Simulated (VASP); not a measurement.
# Fe2PbO (P-4m2) in VASP: single point with PBE

Aim: the single point of Fe2PbO with PBE.

Program: VASP 6.6.1. These are calculated values, not measurements. Logs are shortened: lines on timing, memory, paths and dates and some standing lists are left out, and cuts for length are marked.

### 1 The cell of the first run

The typed cell holds 4 atoms: a = 3.754 Å, b = 3.754 Å, c = 4.538 Å, α = 90.00°, β = 90.00°, γ = 90.00°.

The cell was generated, and may not be a known phase.

### 2 Single point, PBE, collinear spin, ferromagnetic start

The input, INCAR:

```
PREC = Accurate
ENCUT = 520
EDIFF = 1E-6
ISMEAR = 0
SIGMA = 0.2
LREAL = F
LASPH = T
NELM = 150
ALGO = Normal
ISIF = 2
LWAVE = F
LCHARG = T
ISPIN = 2
MAGMOM = 4 4 0 0
LORBIT = 11
LMAXMIX = 4
GGA = PE
LELF = T
LVHAR = T
NBANDS = 30
```

The input, KPOINTS:

```
Automatic mesh
0
Gamma
  5 5 4
```

The input, POSCAR:

```
Fe2PbO
1.0
    3.7540128513      0.0000000000      0.0000000000
    0.0000000000      3.7540128513      0.0000000000
    0.0000000000      0.0000000000      4.5378726927
Fe Pb O
2 1 1
Direct
    0.0000000000      0.5000000000      0.0004773043
    0.5000000000      0.0000000000      0.9995226957
    0.5000000000      0.5000000000      0.5000000000
    0.0000000000      0.0000000000      0.0000000000
```

Potentials or basis: VASP PAW PBE potentials, release 64 (Fe, Pb_d, O).

Command:

```sh
$ cat potpaw_PBE.64/Fe/POTCAR potpaw_PBE.64/Pb_d/POTCAR potpaw_PBE.64/O/POTCAR > POTCAR
$ mpirun -np 1 vasp_std > vasp.out
```

OUTCAR:

```text
PREC = Accurate
   ENCUT = 520
   EDIFF = 1E-6
   ISMEAR = 0
   LREAL = F
   LASPH = T
   NELM = 150
   ISIF = 2
   ISPIN = 2
   LORBIT = 11
   GGA = PE

 ion  position               nearest neighbor table
   1  0.000  0.500  0.000-   4 1.88   4 1.88   2 2.65   2 2.65   2 2.65   2 2.65   3 2.94   3 2.94
                             3 2.95   3 2.95
   2  0.500  0.000  1.000-   4 1.88   4 1.88   1 2.65   1 2.65   1 2.65   1 2.65   3 2.94   3 2.94
                             3 2.95   3 2.95
   3  0.500  0.500  0.500-   1 2.94   2 2.94   2 2.94   1 2.94   1 2.95   2 2.95   1 2.95   2 2.95

   4  0.000  0.000  0.000-   1 1.88   2 1.88   1 1.88   2 1.88

  LATTYP: Found a simple tetragonal cell.
 ALAT       =     3.7540128513
 C/A-ratio  =     1.2088058492

  Lattice vectors:

 A1 = (   3.7540128513,   0.0000000000,   0.0000000000)
 A2 = (   0.0000000000,   3.7540128513,   0.0000000000)
 A3 = (   0.0000000000,   0.0000000000,   4.5378726927)

Analysis of symmetry for initial positions (statically):
=====================================================================
 Subroutine PRICEL returns:
 Original cell was already a primitive cell.

 Routine SETGRP: Setting up the symmetry group for a
 simple tetragonal supercell.

 Subroutine GETGRP returns: Found  8 space group operations
 (whereof  8 operations were pure point group operations)
 out of a pool of 16 trial point group operations.

The static configuration has the point symmetry D_2d.

Analysis of symmetry for dynamics (positions and initial velocities):
=====================================================================
 Subroutine PRICEL returns:
 Original cell was already a primitive cell.

 Routine SETGRP: Setting up the symmetry group for a
 simple tetragonal supercell.

 Subroutine GETGRP returns: Found  8 space group operations
 (whereof  8 operations were pure point group operations)
 out of a pool of 16 trial point group operations.

The dynamic configuration has the point symmetry D_2d.

Analysis of structural, dynamic, and magnetic symmetry:
=====================================================================
 Subroutine PRICEL returns:
 Original cell was already a primitive cell.

[... 125 lines left out ...]
  volume/ion in A,a.u.               =      15.99       107.89
  Fermi-wavevector in a.u.,A,eV,Ry     =   1.351744  2.554425 24.860720  1.827211
  Thomas-Fermi vector in A             =   2.479140
   LORBIT       =     11    0 simple, 1 ext, 2 COOP (PROOUT), +10 PAW based schemes
   GGA     = PE    functional components
   LHFCALC =     F    Hartree Fock is set to
   AEXX    =    0.0000 exact exchange contribution
   IVDW    =     0    specifies the selected vdW correction
   LEPSILON=     F    determine dielectric tensor
   LRPA    =     F    only Hartree local field effects (RPA)
 spin polarized calculation
 Gauss-broadening in eV      SIGMA  =   0.20
  energy-cutoff  :      520.00
  volume of cell :       63.95
 maximum number of plane-waves:      1731
 NGX is ok and might be reduce to    28
   NGX = 13   NGY = 13   NGZ = 17

 number of electron      36.0000015 magnetization       4.8099348

 Free energy of the ion-electron system (eV)
  ---------------------------------------------------
  ext. energy  EPLUGINS =         0.00000000
  ---------------------------------------------------
  free energy    TOTEN  =       -26.13597353 eV

  energy without entropy =      -26.08076009  energy(sigma->0) =      -26.10836681

 E-fermi :   6.2118     XC(G=0): -11.0877

 val. band max:        6.2107535201   @ k =   0.4000   0.2000   0.2500
 cond. band min:       6.2150698106   @ k =   0.4000   0.0000   0.5000
 fundamental gap:      0.0043162905
 Fermi energy:         6.2117972426

 spin component 1

 k-point     1 :       0.0000    0.0000    0.0000
  band No.  band energies     occupation
      1     -14.8498      1.00000
      2     -10.7755      1.00000
      3     -10.6943      1.00000
      4     -10.6545      1.00000
      5     -10.6545      1.00000
      6     -10.6046      1.00000
[... 583 lines left out ...]
     29      18.3608      0.00000
     30      18.8459      0.00000
 Fermi energy:         6.2117972426

 spin component 2

 k-point     1 :       0.0000    0.0000    0.0000
  band No.  band energies     occupation
      1     -14.5727      1.00000
      2     -10.7775      1.00000
      3     -10.7057      1.00000
      4     -10.6672      1.00000
      5     -10.6672      1.00000
      6     -10.6051      1.00000
[... 583 lines left out ...]
     29      18.6959      0.00000
     30      19.2016      0.00000

------------------------ aborting loop because EDIFF is reached ----------------------------------------

  FORCE on cell =-STRESS in cart. coord.  units (eV):
  Direction    XX          YY          ZZ          XY          YZ          ZX
  --------------------------------------------------------------------------------------
  -------------------------------------------------------------------------------------
  Total        0.5306720      0.5306720      0.1595606      0.0000000      0.0000000      0.0000000
  in kB       13.2951405     13.2951405      3.9975368      0.0000000      0.0000000      0.0000000
  external PRESSURE =      10.1959392 kB  Pullay stress =       0.0000000 kB

 VOLUME and BASIS-vectors are now :
 -----------------------------------------------------------------------------
  energy-cutoff  :      520.00
  volume of cell :       63.95
      direct lattice vectors                 reciprocal lattice vectors
     3.754012851  0.000000000  0.000000000     0.266381613  0.000000000  0.000000000
     0.000000000  3.754012851  0.000000000     0.000000000  0.266381613  0.000000000
     0.000000000  0.000000000  4.537872693     0.000000000  0.000000000  0.220367575

 POSITION                                       TOTAL-FORCE (eV/Angst)
 -----------------------------------------------------------------------------------
      0.00000      1.87701      0.00217         0.000000      0.000000     -0.007996
      1.87701      0.00000      4.53571        -0.000000      0.000000      0.007996
      1.87701      1.87701      2.26894        -0.000000      0.000000      0.000000
      0.00000      0.00000      0.00000         0.000000      0.000000      0.000000
 -----------------------------------------------------------------------------------
    total drift:                                0.000000      0.000000      0.000000

  FREE ENERGIE OF THE ION-ELECTRON SYSTEM (eV)
  ---------------------------------------------------
  free  energy   TOTEN  =       -26.1359735348 eV

  energy  without entropy=      -26.0807600879  energy(sigma->0) =      -26.10836681

 total charge

# of ion       s       p       d       tot
------------------------------------------
    1        0.392   0.444   6.323   7.159
    2        0.392   0.444   6.323   7.159
    3        1.313   0.885   9.818  12.016
    4        1.553   3.495   0.000   5.048
--------------------------------------------------
tot          3.650   5.267  22.463  31.381

 magnetization (x)

# of ion       s       p       d       tot
------------------------------------------
    1        0.020   0.001   2.368   2.389
    2        0.020   0.001   2.368   2.389
    3        0.049  -0.108   0.000  -0.059
    4        0.003   0.126   0.000   0.130
--------------------------------------------------
tot          0.093   0.020   4.736   4.849
```

Run time: 31 s. Hardware: 1 thread of Intel Xeon 6975P-C (Granite Rapids), shared host; peak memory 0.22 GiB.

What came out:

| Quantity | Value |
| --- | --- |
| Free energy | -26.1360 eV |
| Pressure | 1.0 GPa |
| Largest force | 0.008 eV/Å |
| Net moment | 4.81 μB per cell |
| Site moments | Fe +2.39; Pb -0.06; O +0.13 μB |
| Valence electrons inside the program's atomic spheres | Fe 7.16; Pb 12.02; O 5.05 |

Forces on the atoms (eV/Å):
```
Fe   0.000  0.000 -0.008
Fe   0.000  0.000  0.008
Pb   0.000  0.000  0.000
O    0.000  0.000  0.000
```

Levels at points of the mesh, in eV from the Fermi level:
Spin up:
```
           k point  band 18  band 19  band 20  band 21  band 22  band 23
(0.00, 0.00, 0.00)    -1.55    -1.03    -0.95    -0.09     2.63     2.63
(0.00, 0.00, 0.50)    -2.06    -1.51    -0.95     0.37     4.08     4.08
```
Spin down:
| k point | band 13 | band 14 | band 15 | band 16 | band 17 | band 18 | band 19 | band 20 |
| --- | --- | --- | --- | --- | --- | --- | --- | --- |
| (0.00, 0.00, 0.00) | -0.68 | -0.68 | -0.31 | -0.05 | 0.64 | 0.68 | 0.68 | 0.78 |
| (0.00, 0.00, 0.50) | -1.40 | -1.40 | -1.14 | -0.20 | 0.58 | 0.58 | 0.69 | 1.53 |

Caveat: spin-orbit coupling is left out, which moves the levels of the heavy elements; the run started ferromagnetic, and an antiferromagnetic order may lie lower in energy.
